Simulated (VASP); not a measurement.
# AgBr (Fm-3m) in VASP: notebook

AgBr is run at these levels: PBEsol; tasks: single point.

All numbers are computed with VASP 6.6.1; they aren't measurements. Logs are shortened: lines on timing, memory, paths and dates and some standing lists are left out, and cuts for length are marked.

## 1. The cell of the first run

It takes space group Fm-3m (No. 225, cubic). The conventional cell has a = 5.623 Å, b = 5.623 Å, c = 5.623 Å, α = 90.00°, β = 90.00°, γ = 90.00°. Ag (site symmetry m-3m) has 6 Br at 2.81 Å within 3.7 Å. Within 3.7 Å of Br (site symmetry m-3m) lie 6 Ag at 2.81 Å.

## 2. Single point, PBEsol (volume scaled by 0.94)

The input, INCAR:

```
SYSTEM = AgBr
  PREC = Accurate
  ENCUT = 500
  EDIFF = 1E-6
  ISMEAR = -1
  SIGMA = 0.05
  LREAL = .False.
  LASPH = .True.
  NELM = 120
  ALGO = Normal
  ISIF = 2
  LWAVE = .False.
  LCHARG = .False.
  GGA = PS
  NBANDS = 16
  GGA_COMPAT = .False.
```

The input, KPOINTS:

```
Automatic mesh
0
Gamma
  8 8 8
  0 0 0
```

The input, POSCAR:

```
AgBr
1.0
    0.0000000000      2.8115590699      2.8115590699
    2.8115590699      0.0000000000      2.8115590699
    2.8115590699      2.8115590699      0.0000000000
Ag Br
1 1
Direct
    0.0000000000      0.0000000000      0.0000000000
    0.5000000000      0.5000000000      0.5000000000
```

Potentials or basis: VASP PAW PBE potentials, release 64 (Ag, Br).

Run with:

```console
> cat potpaw_PBE.64/Ag/POTCAR potpaw_PBE.64/Br/POTCAR > POTCAR
> mpirun -np 1 vasp_std > vasp.out
```

OUTCAR:

```text
SYSTEM = AgBr
   PREC = Accurate
   ENCUT = 500
   EDIFF = 1E-6
   ISMEAR = -1
   LREAL = .False.
   LASPH = .True.
   NELM = 120
   ISIF = 2
   GGA = PS

 ion  position               nearest neighbor table
   1  0.000  0.000  0.000-   2 2.81   2 2.81   2 2.81   2 2.81   2 2.81   2 2.81
   2  0.500  0.500  0.500-   1 2.81   1 2.81   1 2.81   1 2.81   1 2.81   1 2.81

  LATTYP: Found a face centered cubic cell.
 ALAT       =     5.6231181398

  Lattice vectors:

 A1 = (   0.0000000000,   2.8115590699,   2.8115590699)
 A2 = (   2.8115590699,   0.0000000000,   2.8115590699)
 A3 = (   2.8115590699,   2.8115590699,   0.0000000000)

Analysis of symmetry for initial positions (statically):
=====================================================================
 Subroutine PRICEL returns:
 Original cell was already a primitive cell.

 Routine SETGRP: Setting up the symmetry group for a
 face centered cubic supercell.

 Subroutine GETGRP returns: Found 48 space group operations
 (whereof 48 operations were pure point group operations)
 out of a pool of 48 trial point group operations.

The static configuration has the point symmetry O_h .

Analysis of symmetry for dynamics (positions and initial velocities):
=====================================================================
 Subroutine PRICEL returns:
 Original cell was already a primitive cell.

 Routine SETGRP: Setting up the symmetry group for a
 face centered cubic supercell.

 Subroutine GETGRP returns: Found 48 space group operations
 (whereof 48 operations were pure point group operations)
 out of a pool of 48 trial point group operations.

The dynamic configuration has the point symmetry O_h .

 Subroutine INISYM returns: Found 48 space group operations
 (whereof 48 operations are pure point group operations),
 and found     1 'primitive' translations

----------------------------------------------------------------------------------------

                                     Primitive cell

  volume of cell :      44.4500

  direct lattice vectors                    reciprocal lattice vectors
     0.000000000  2.811559070  2.811559070    -0.177837274  0.177837274  0.177837274
     2.811559070  0.000000000  2.811559070     0.177837274 -0.177837274  0.177837274
     2.811559070  2.811559070  0.000000000     0.177837274  0.177837274 -0.177837274

  length of vectors
     3.976144968  3.976144968  3.976144968     0.308023194  0.308023194  0.308023194

  position of ions in fractional coordinates (direct lattice)
     0.000000000  0.000000000  0.000000000
     0.500000000  0.500000000  0.500000000

  ion indices of the primitive-cell ions
   primitive index   ion index
                 1           1
                 2           2

----------------------------------------------------------------------------------------

 KPOINTS: Automatic mesh

Automatic generation of k-mesh.
 Grid dimensions read from file:
 generate k-points for:    8    8    8

 Generating k-lattice:

  Cartesian coordinates                     Fractional coordinates (reciprocal lattice)
    -0.022229659  0.022229659  0.022229659     0.125000000  0.000000000  0.000000000
     0.022229659 -0.022229659  0.022229659     0.000000000  0.125000000  0.000000000
     0.022229659  0.022229659 -0.022229659     0.000000000  0.000000000  0.125000000

  Length of vectors
     0.038502899  0.038502899  0.038502899

  Shift w.r.t. Gamma in fractional coordinates (k-lattice)
     0.000000000  0.000000000  0.000000000

 Subroutine IBZKPT returns following result:
 ===========================================

 Found     29 irreducible k-points:

 Following reciprocal coordinates:
            Coordinates               Weight
  0.000000  0.000000  0.000000      1.000000
  0.125000  0.000000  0.000000      8.000000
  0.250000  0.000000  0.000000      8.000000
  0.375000  0.000000  0.000000      8.000000
  0.500000  0.000000  0.000000      4.000000
  0.125000  0.125000  0.000000      6.000000
[... 16 lines left out ...]
  0.500000  0.250000  0.125000     48.000000
 -0.375000  0.250000  0.125000     24.000000
 [... further k-points ...]
   k-points           NKPTS =     29   k-points in BZ     NKDIM =     29   number of bands    NBANDS=     16
   number of dos      NEDOS =    301   number of ions     NIONS =      2
   total plane-waves  NPLWV =  27000
   dimension x,y,z NGX =    30 NGY =   30 NGZ =   30
   dimension x,y,z NGXF=    60 NGYF=   60 NGZF=   60
   ions per type =               1   1
   NGX,Y,Z   is equivalent  to a cutoff of  12.54, 12.54, 12.54 a.u.
   NGXF,Y,Z  is equivalent  to a cutoff of  25.09, 25.09, 25.09 a.u.
 SYSTEM =  AgBr
   PREC   = accura    normal or accurate (medium, high low for compatibility)
   ISTART =      0    job   : 0-new  1-cont  2-samecut
   ICHARG =      2    charge: 1-file 2-atom 10-const
   ISPIN  =      1    spin polarized calculation?
   LNONCOLLINEAR =      F non collinear calculations
   LSORBIT =      F    spin-orbit coupling
   LASPH  =      T    aspherical Exc in radial PAW
   ENCUT  =  500.0 eV  36.75 Ry    6.06 a.u.   7.25  7.25  7.25*2*pi/ulx,y,z
   NELM   =    120;   NELMIN=  2; NELMDL= -5     # of ELM steps
   EDIFF  = 0.1E-05   stopping-criterion for ELM
   LREAL  =      F    real-space projection
   EDIFFG = 0.1E-04   stopping-criterion for IOM
   NSW    =      0    number of steps for IOM
   IBRION =     -1    ionic relax: 0-MD 1-quasi-New 2-CG
   NFREE  =      0    steps in history (QN), initial steepest desc. (CG)
   ISIF   =      2    stress and relaxation
   ISYM   =      2    0-nonsym 1-usesym 2-fastsym
   POTIM  = 0.5000    time-step for ionic-motion
   TEBEG  =    0.0;   TEEND  =   0.0 temperature during run
   PSTRESS=    0.0 pullay stress
   NELECT =      18.0000    total number of electrons
   NUPDOWN=      -1.0000    fix difference up-down
   EMIN   =  10.00;   EMAX   =-10.00  energy-range for DOS
   EFERMI =   0.00;   METHOD = LEGACY
   ISMEAR =    -1;   SIGMA  =   0.05  broadening in eV -4-tet -1-fermi 0-gaus
   EFERMI_NEDOS =   21; number of points for ismear=-14 and -15
   IALGO  =     38    algorithm
   IMIX   =      4    mixing-type and parameters
     AMIX     =   0.40;   BMIX     =  1.00
     AMIX_MAG =   1.60;   BMIX_MAG =  1.00
  volume/ion in A,a.u.               =      22.22       149.98
  Fermi-wavevector in a.u.,A,eV,Ry     =   1.211179  2.288797 19.959140  1.466955
  Thomas-Fermi vector in A             =   2.346703
   LORBIT       =      0    0 simple, 1 ext, 2 COOP (PROOUT), +10 PAW based schemes
   GGA     = PS    functional components
   LHFCALC =     F    Hartree Fock is set to
   AEXX    =    0.0000 exact exchange contribution
   IVDW    =     0    specifies the selected vdW correction
   LEPSILON=     F    determine dielectric tensor
   LRPA    =     F    only Hartree local field effects (RPA)
 non-spin polarized calculation
  energy-cutoff  :      500.00
  volume of cell :       44.45
 maximum number of plane-waves:      1158
 NGX is ok and might be reduce to    30
   NGX = 15   NGY = 15   NGZ = 15

 number of electron      17.9999998 magnetization

 Free energy of the ion-electron system (eV)
  ---------------------------------------------------
  ext. energy  EPLUGINS =         0.00000000
  ---------------------------------------------------
  free energy    TOTEN  =        -5.69259745 eV

  energy without entropy =       -5.69252923  energy(sigma->0) =       -5.69256334

 E-fermi :   4.6081     XC(G=0): -10.4038

 val. band max:        4.2878689386   @ k =   0.5000   0.0000   0.0000
 cond. band min:       4.7866200318   @ k =   0.0000   0.0000   0.0000
 fundamental gap:      0.4987510932
 Fermi energy:         4.6080532678

 k-point     1 :       0.0000    0.0000    0.0000
  band No.  band energies     occupation
      1     -11.2477      2.00000
      2       1.1763      2.00000
      3       1.1763      2.00000
      4       1.1763      2.00000
      5       1.1776      2.00000
      6       1.1776      2.00000
[... 8 lines left out ...]
     15      16.1971      0.00000
     16      16.1971      0.00000

 k-point     2 :       0.1250    0.0000    0.0000
  band No.  band energies     occupation
      1     -11.1747      2.00000
      2       0.7337      2.00000
      3       0.7337      2.00000
      4       0.7649      2.00000
      5       1.2274      2.00000
      6       1.2274      2.00000
[... 8 lines left out ...]
     15      15.2253      0.00000
     16      15.5047      0.00000

 k-point     3 :       0.2500    0.0000    0.0000
  band No.  band energies     occupation
      1     -10.9889      2.00000
      2      -0.3533      2.00000
      3       0.1677      2.00000
      4       0.1677      2.00000
      5       1.3544      2.00000
      6       1.3544      2.00000
[... 8 lines left out ...]
     15      15.5998      0.00000
     16      15.5998      0.00000

 k-point     4 :       0.3750    0.0000    0.0000
  band No.  band energies     occupation
      1     -10.7878      2.00000
      2      -1.2599      2.00000
      3      -0.2095      2.00000
      4      -0.2095      2.00000
      5       1.4870      2.00000
      6       1.4870      2.00000
[... 8 lines left out ...]
     15      16.6573      0.00000
     16      16.6573      0.00000
[... 324 lines left out ...]
 k-point    22 :       0.3750    0.2500    0.1250
  band No.  band energies     occupation
      1     -10.8725      2.00000
      2      -0.7876      2.00000
      3       0.1009      2.00000
      4       0.4766      2.00000
      5       1.2935      2.00000
      6       1.4582      2.00000
[... 8 lines left out ...]
     15      17.7768      0.00000
     16      18.3761      0.00000

 k-point    23 :       0.5000    0.2500    0.1250
  band No.  band energies     occupation
      1     -10.7268      2.00000
      2      -1.0443      2.00000
      3      -0.2117      2.00000
      4       0.0566      2.00000
      5       1.4054      2.00000
      6       1.5495      2.00000
[... 8 lines left out ...]
     15      18.1084      0.00000
     16      18.4182      0.00000

 k-point    24 :      -0.3750    0.2500    0.1250
  band No.  band energies     occupation
      1     -10.6641      2.00000
      2      -1.1305      2.00000
      3      -0.2684      2.00000
      4      -0.2126      2.00000
      5       1.4868      2.00000
      6       1.5507      2.00000
[... 8 lines left out ...]
     15      16.9922      0.00000
     16      18.7256      0.00000

 [... further k-points ...]
[... 5 lines left out ...]
  --------------------------------------------------------------------------------------
  -------------------------------------------------------------------------------------
  Total        0.4179997      0.4179997      0.4179997     -0.0000000     -0.0000000     -0.0000000
  in kB       15.0665879     15.0665879     15.0665879     -0.0000000     -0.0000000     -0.0000000
  external PRESSURE =      15.0665879 kB  Pullay stress =       0.0000000 kB

 VOLUME and BASIS-vectors are now :
 -----------------------------------------------------------------------------
  energy-cutoff  :      500.00
  volume of cell :       44.45
      direct lattice vectors                 reciprocal lattice vectors
     0.000000000  2.811559070  2.811559070    -0.177837274  0.177837274  0.177837274
     2.811559070  0.000000000  2.811559070     0.177837274 -0.177837274  0.177837274
     2.811559070  2.811559070  0.000000000     0.177837274  0.177837274 -0.177837274

 POSITION                                       TOTAL-FORCE (eV/Angst)
 -----------------------------------------------------------------------------------
      0.00000      0.00000      0.00000         0.000000      0.000000      0.000000
      2.81156      2.81156      2.81156        -0.000000     -0.000000     -0.000000
 -----------------------------------------------------------------------------------
    total drift:                               -0.000000      0.000000      0.000000

  FREE ENERGIE OF THE ION-ELECTRON SYSTEM (eV)
  ---------------------------------------------------
  free  energy   TOTEN  =        -5.6925974533 eV

  energy  without entropy=       -5.6925292326  energy(sigma->0) =       -5.69256334
```

Run time: 30 s. Hardware: 1 thread of AMD EPYC 7R13 (Zen 3), shared host; peak memory 0.14 GiB.

What came out:

```
Free energy            : -5.6926 eV
Pressure               : 1.5 GPa
Band gap on the k mesh : 0.50 eV, indirect (least direct gap 2.68 eV)
```

Caveat: the PAW data sets were made with another functional, which shifts forces and pressure a little.

## 3. Single point, PBEsol (volume scaled by 0.96)

The input, INCAR:

```
SYSTEM = AgBr
  ALGO = Normal
  EDIFF = 1E-6
  ENCUT = 500
  GGA = PS
  GGA_COMPAT = .False.
  ISIF = 2
  ISMEAR = -1
  LASPH = .True.
  LCHARG = .True.
  LELF = .True.
  LREAL = .False.
  LVHAR = .True.
  LWAVE = .False.
  NBANDS = 16
  NELM = 120
  PREC = Accurate
  SIGMA = 0.05
```

The input, KPOINTS:

```
k-points
0
Gamma
  8 8 8
  0 0 0
```

The input, POSCAR:

```
AgBr
1.0
    0.0000000000      2.8313594341      2.8313594341
    2.8313594341      0.0000000000      2.8313594341
    2.8313594341      2.8313594341      0.0000000000
Ag Br
1 1
Direct
    0.0000000000      0.0000000000      0.0000000000
    0.5000000000      0.5000000000      0.5000000000
```

Potentials or basis: VASP PAW PBE potentials, release 64 (Ag, Br).

Run with:

```console
> cat potpaw_PBE.64/Ag/POTCAR potpaw_PBE.64/Br/POTCAR > POTCAR
> mpirun -np 1 vasp_std > vasp.out
```

Run time: 31 s. Hardware: 1 thread of AMD EPYC 7R13 (Zen 3), shared host; peak memory 0.14 GiB.

Results (log left out):

* Free energy: -5.6980 eV
* Pressure: 0.3 GPa
* Band gap on the k mesh: 0.50 eV, indirect (least direct gap 2.60 eV)

Levels at points of the mesh, in eV from the valence-band top:
| k point | band 5 | band 6 | band 7 | band 8 | band 9 | band 10 | band 11 | band 12 | band 13 | band 14 |
| --- | --- | --- | --- | --- | --- | --- | --- | --- | --- | --- |
| (0.00, 0.00, 0.00) | -3.01 | -3.01 | -2.10 | -2.10 | -2.10 | 0.50 | 9.80 | 9.80 | 9.80 | 10.79 |
| (0.50, 0.00, 0.00) | -2.66 | -2.66 | -2.30 | 0.00 | 0.00 | 3.43 | 6.55 | 6.55 | 6.76 | 12.12 |
| (0.50, 0.50, 0.00) | -3.09 | -2.83 | -2.54 | -2.54 | -2.42 | 1.38 | 6.83 | 9.07 | 11.11 | 11.11 |

Caveat: the PAW data sets were made with another functional, which shifts forces and pressure a little. A k mesh can miss the band edges.

## 4. Single point, PBEsol (volume scaled by 1.02)

The input, INCAR:

```
ALGO = Normal
EDIFF = 1E-6
ENCUT = 500
GGA = PS
GGA_COMPAT = False
ISIF = 2
ISMEAR = -1
LASPH = True
LCHARG = False
LREAL = False
LWAVE = False
NBANDS = 16
NELM = 120
PREC = Accurate
SIGMA = 0.05
```

The input, KPOINTS:

```
k-points
0
Gamma
  8 8 8
```

The input, POSCAR:

```
AgBr
1.0
    0.0000000000      2.8891581698      2.8891581698
    2.8891581698      0.0000000000      2.8891581698
    2.8891581698      2.8891581698      0.0000000000
Ag Br
1 1
Direct
    0.0000000000      0.0000000000      0.0000000000
    0.5000000000      0.5000000000      0.5000000000
```

Run with:

```console
> cat potpaw_PBE.64/Ag/POTCAR potpaw_PBE.64/Br/POTCAR > POTCAR
> mpirun -np 1 vasp_std > vasp.out
```

It took 30 s on 1 thread of AMD EPYC 7R13 (Zen 3), shared host; peak memory 0.14 GiB.

The run converged. Its results:

```
Free energy            : -5.6774 eV
Pressure               : -2.5 GPa
Band gap on the k mesh : 0.51 eV, indirect (least direct gap 2.39 eV)
```

Levels at points of the mesh, in eV from the valence-band top:
```csv
k point,band 6,band 7,band 8,band 9,band 10,band 11,band 12,band 13
"(0.00, 0.00, 0.00)",-2.74,-1.88,-1.88,-1.88,0.51,9.81,9.81,9.81
"(0.50, 0.00, 0.00)",-2.44,-2.11,0.00,0.00,3.60,6.39,6.67,6.67
"(0.50, 0.50, 0.00)",-2.58,-2.34,-2.34,-2.25,1.51,6.94,8.82,10.81
```

Caveat: the PAW data sets were made with another functional, which shifts forces and pressure a little. A k mesh can miss the band edges.

[end of part 1 of 2]
